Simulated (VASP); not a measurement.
Write the native input for VASP 6.6.1 that does the following.

| Item | Value |
| --- | --- |
| Task | single point |
| Functional | r2SCAN |
| Potentials or basis | VASP PAW PBE potentials, release 64 (Si, Ni) |
| Cutoff | 520 eV |
| k mesh | 14 × 12 × 10 |
| Occupations | gaussian, width 0.1 eV |
| Spin | no spin polarisation |
| Dipole correction | no |
| Further INCAR settings | ALGO = Normal; EDIFF = 1e-07; NBANDS = 22 |

SiNi:

```xyz
4
Lattice="2.9863 0.0000 0.0000 0.0000 3.2508 0.0000 0.0000 0.0000 4.6677" Properties=species:S:1:pos:R:3 pbc="T T T"
Si    1.4931    1.6254    3.9379
Si    0.0000    0.0000    0.7298
Ni    1.4931    1.6254    1.6020
Ni    0.0000    0.0000    3.0657
```

These files were run (other wordings do the same):

POSCAR

```
SiNi
1.0
    2.9862502058      0.0000000000      0.0000000000
    0.0000000000      3.2507778458      0.0000000000
    0.0000000000      0.0000000000      4.6676955607
Si Ni
2 2
Direct
    0.5000000000      0.5000000000      0.8436520584
    0.0000000000      0.0000000000      0.1563479416
    0.5000000000      0.5000000000      0.3432138754
    0.0000000000      0.0000000000      0.6567861246
```

INCAR.step1

```
SYSTEM = SiNi
ALGO = Normal
EDIFF = 1E-4
ENCUT = 520
GGA = PE
ISMEAR = 0
LASPH = .TRUE.
LCHARG = .FALSE.
LREAL = .FALSE.
LWAVE = .TRUE.
NBANDS = 22
NELM = 60
PREC = Accurate
SIGMA = 0.1
```

INCAR.step2

```
SYSTEM = SiNi
ALGO = Normal
EDIFF = 1E-7
ENCUT = 520
ISIF = 2
ISMEAR = 0
ISTART = 1
LASPH = .TRUE.
LCHARG = .TRUE.
LELF = .TRUE.
LMIXTAU = .TRUE.
LREAL = .FALSE.
LVHAR = .TRUE.
LWAVE = .FALSE.
METAGGA = R2SCAN
NBANDS = 22
NELM = 60
PREC = Accurate
SIGMA = 0.1
```

KPOINTS

```
k-points
0
G
  14 12 10
  0 0 0
```

Potentials or basis: VASP PAW PBE potentials, release 64 (Si, Ni).

The run is started by

```bash
$ cat potpaw_PBE.64/Si/POTCAR potpaw_PBE.64/Ni/POTCAR > POTCAR
$ cp INCAR.step1 INCAR
$ mpirun -np 1 vasp_std > vasp.out
$ cp INCAR.step2 INCAR
$ mpirun -np 1 vasp_std > vasp.out
```

Results of the run:

```yaml
Pressure: 0.2 GPa
Largest_force: 0.009 eV/Å
Band_gap_on_the_k_mesh: zero (bands 14 and 15 overlap by 2.42 eV)
```

Caveat: the PAW data sets were made with another functional, which shifts forces and pressure a little.

Wall time 5.8 min on 1 thread of Intel(R) Xeon(R) 6975P-C (Granite Rapids), on a shared host, peak memory 0.38 GiB.
